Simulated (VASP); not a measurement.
The system is Au.

```
CELL_PARAMETERS angstrom
0.00000 2.01525 2.01525
2.01525 0.00000 2.01525
2.01525 2.01525 0.00000
ATOMIC_POSITIONS crystal
Au 0.00000 0.00000 0.00000
```

Base run:

| Item | Value |
| --- | --- |
| Program | VASP 6.6.1 |
| Functional | PBE |
| Potentials or basis | VASP PAW PBE potentials, release 64 (Au) |
| Cutoff | 520 eV |
| k mesh | 12 × 12 × 12 |
| Occupations | fermi-dirac, width 0.06 eV |
| Spin | no spin polarisation |

Its results: pressure 16.8 GPa.

Problem. After a change of settings the same cell gave: pressure 7.2 GPa. Which change was it?
A. functional from PBE to LDA; potentials or basis from VASP PAW PBE potentials, release 64 (Au) to VASP PAW LDA potentials, release 64 (Au)
B. functional from PBE to PBEsol
C. further incar settings from ALGO = Normal; EDIFF = 1e-06; NBANDS = 12 to ALGO = Normal; EDIFF = 1e-07; NBANDS = 12

Solution. B.

PBEsol binds more tightly than PBE, so the same cell stands under less pressure.

Caveats: the PAW data sets were made with another functional, which shifts forces and pressure a little (some runs).
